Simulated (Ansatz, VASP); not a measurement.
ZrNbSe3 in VASP and in Ansatz

```
CELL_PARAMETERS angstrom
4.98876 0.00000 0.00000
0.00000 4.98876 0.00000
0.00000 0.00000 4.98876
ATOMIC_POSITIONS crystal
Zr 0.50000 0.50000 0.50000
Nb 0.00000 0.00000 0.00000
Se 0.50000 0.00000 0.00000
Se 0.00000 0.00000 0.50000
Se 0.00000 0.50000 0.00000
```

Change from the starting cell: species swapped into the KMnF3 type (Pm-3m, No. 221).

Alike in both runs: functional PBE; k mesh 8 × 8 × 8; occupations gaussian, width 0.1 eV; collinear spin.

Ansatz relaxed the structure, and its values are those at the end. VASP's run is a single point on that final structure, the one shown.

|  | VASP | Ansatz |
| --- | --- | --- |
| version | VASP 6.6.1 | Ansatz 0.2.0 |
| potentials or method | VASP PAW PBE potentials, release 64 (Zr_sv, Nb_sv, Se), cutoff 520 eV | scalar-relativistic, plane waves, PAW |
| valence electrons in the cell | 43 | 73 |

```tsv
	VASP	Ansatz	Ansatz less VASP
gap on the k mesh at the Fermi level (eV)	none	none	-
pressure (GPa)	0.0	0.0	+0.02
net moment per atom (μB)	0.41	0.41	+0.001
size of the moment on the site where the two differ most (μB)	1.23	1.45	+0.219
```

Site moments also hang on the region over which each program counts them. A gap of «none» marks a metal or a gap that the smearing closes. The functional is the same, so the differences come from potentials, cutoffs and numerics. VASP's potentials hold 43 valence electrons a cell and Ansatz's 73, so a difference there can come from the potentials and not from the codes.
